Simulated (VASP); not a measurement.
Input of a VASP 6.6.1 run:

INCAR

```
PREC     = Accurate       # precision mode
ENCUT    = 600            # plane-wave cutoff, eV
EDIFF    = 1E-6           # SCF threshold, eV
ISMEAR   = 0              # smearing method
SIGMA    = 0.1            # smearing width, eV
LREAL    = False          # projectors in reciprocal space
LASPH    = True           # aspherical terms in the spheres
NELM     = 120            # most SCF steps
ALGO     = Normal         # electronic algorithm
ISIF     = 2              # what is computed and relaxed
LWAVE    = False          # write WAVECAR
LCHARG   = True           # write CHGCAR
GGA      = PE             # functional
LELF     = True           # ELF
LVHAR    = True         
NBANDS   = 25             # bands
GGA_COMPAT= False
```

Contents of KPOINTS:

```
Automatic mesh
0
Gamma
  6 6 1
```

Contents of POSCAR:

```
Mg4S
1.0
    3.5177226418      0.0000000000      0.0000000000
   -1.7588613209      3.0464371712      0.0000000000
    0.0000000000      0.0000000000     20.8090891390
Mg S
8 2
Direct
    0.0000000000      0.0000000000      0.7329516267
    0.6666666667      0.3333333333      0.6169079766
    0.0000000000      0.0000000000      0.0000000000
    0.6666666667      0.3333333333      0.1489811303
    0.3333333333      0.6666666667      0.8510188697
    0.0000000000      0.0000000000      0.2670483733
    0.3333333333      0.6666666667      0.3830920234
    0.0000000000      0.0000000000      0.5000000000
    0.3333333333      0.6666666667      0.0743908019
    0.6666666667      0.3333333333      0.9256091981
```

Potentials or basis: VASP PAW PBE potentials, release 64 (Mg, S).

Launch:

```bash
$ cat potpaw_PBE.64/Mg/POTCAR potpaw_PBE.64/S/POTCAR > POTCAR
$ mpirun -np 1 vasp_std > vasp.out
```

Question: What does it give for the largest force?

Answer: 0.058 eV/Å.

Question: What does it give for the pressure?

Answer: 0.3 GPa.

Question: Predict the band gap on the k mesh.

Answer: Zero (bands 14 and 15 overlap by 0.72 eV).

Forces on the atoms (eV/Å):
```
Mg   0.000  0.000 -0.037
Mg   0.000  0.000 -0.014
Mg   0.000  0.000  0.000
Mg   0.000  0.000 -0.026
Mg   0.000  0.000  0.026
Mg   0.000  0.000  0.037
Mg   0.000  0.000  0.014
Mg   0.000  0.000  0.000
S    0.000  0.000  0.058
S    0.000  0.000 -0.058
```

Caveat: semilocal functionals underestimate gaps, and a narrow one can read as zero.
